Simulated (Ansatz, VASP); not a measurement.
## LiCl: VASP beside Ansatz

```xyz
2
Lattice="0.0000 2.5648 2.5648 2.5648 0.0000 2.5648 2.5648 2.5648 0.0000" Properties=species:S:1:pos:R:3 pbc="T T T"
Li    0.0000    0.0000    0.0000
Cl    2.5648    2.5648    2.5648
```

Alike in both runs: task relaxation of the atoms; functional PBE; k mesh 9 × 9 × 9; occupations fermi-dirac, width 0.02 eV; no spin polarisation.

|  | VASP | Ansatz |
| --- | --- | --- |
| version | VASP 6.6.1 | Ansatz 0.2.0 |
| potentials or method | VASP PAW PBE potentials, release 64 (Li_sv, Cl) | plane-wave PAW, scalar-relativistic |
| plane-wave cutoff (eV) | 520 | 420 |
| valence electrons in the cell | 10 | 10 |

|  | VASP | Ansatz | Ansatz less VASP |
| --- | --- | --- | --- |
| gap on the k mesh at the Fermi level, each at its own relaxed structure (eV) | 6.34 | 6.33 | -0.013 |

Ansatz's warnings: stress scf threshold loose.

Noted on VASP's run: the cutoff is short for stress, so the pressure is rough; the relaxation stopped at its first step, so nothing moved.
